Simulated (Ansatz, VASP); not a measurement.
# One calculation of HfO2, two programs

```
Hf O
1.0
     0.00000    2.54034    2.54034
     2.54034    0.00000    2.54034
     2.54034    2.54034    0.00000
Hf O
1 2
Direct
  0.00000 0.00000 0.00000
  0.25000 0.25000 0.25000
  0.75000 0.75000 0.75000
```

Change from the starting cell: volume scaled by 0.98.

Alike in both runs: task single point; functional LDA; k mesh 9 × 9 × 9; occupations fermi-dirac, width 0.01 eV; no spin polarisation.

|  | VASP | Ansatz |
| --- | --- | --- |
| version | VASP 6.6.1 | Ansatz 0.2.0 |
| potentials or method | VASP PAW LDA potentials, release 64 (Hf_pv, O), cutoff 520 eV | all-electron LAPW, scalar-relativistic |

```tsv
	VASP	Ansatz	Ansatz less VASP
gap on the k mesh at the Fermi level (eV)	3.69	3.66	-0.030
pressure (GPa)	-15.0	-12.0	+3.01
```

LDA's correlation is that of Perdew and Zunger in VASP and of Perdew and Wang (1992) in Ansatz. Ansatz ran all-electron here, and VASP with PAW potentials.

Neither program's run includes spin-orbit coupling.
